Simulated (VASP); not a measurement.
Here is a VASP 6.6.1 calculation.

Contents of INCAR:

```
SYSTEM = TaN
  PREC = Accurate
  ENCUT = 520
  EDIFF = 1E-7
  ISMEAR = 0
  SIGMA = 0.15
  LREAL = .FALSE.
  LASPH = .TRUE.
  NELM = 80
  ALGO = Normal
  ISIF = 2
  LWAVE = .FALSE.
  LCHARG = .FALSE.
  GGA = PE
  NBANDS = 24
```

Contents of KPOINTS:

```
Automatic mesh
0
G
  14 14 10
  0 0 0
```

POSCAR

```
TaN
1.0
    0.0000000000     -2.2081122572     -2.2081122572
    0.0000000000      2.2081122572     -2.2081122572
    4.4162245144      0.0000000000      0.0000000000
Ta N
2 2
Direct
    0.5000000000      0.5000000000     -0.0068336334
    0.0000000000      0.0000000000      0.5068336334
    0.5000000000      0.5000000000      0.4845569446
    0.0000000000      0.0000000000      0.0154430554
```

Potentials or basis: VASP PAW PBE potentials, release 64 (Ta_pv, N).

The run is started by

```sh
$ cat potpaw_PBE.64/Ta_pv/POTCAR potpaw_PBE.64/N/POTCAR > POTCAR
$ mpirun -np 1 vasp_std > vasp.out
```

(1) Predict the band gap on the k mesh.

(2) Estimate the pressure.

Results:

(1) zero (bands 16 and 17 overlap by 3.81 eV).

(2) 1.0 GPa.

Caveat: the cell differs from its parent crystal (atoms displaced along a vibrational mode); spin-orbit coupling is left out, which moves the levels of the heavy elements; forces of over 1 eV/Å act on the atoms, so gaps and moduli don't describe the material at rest.
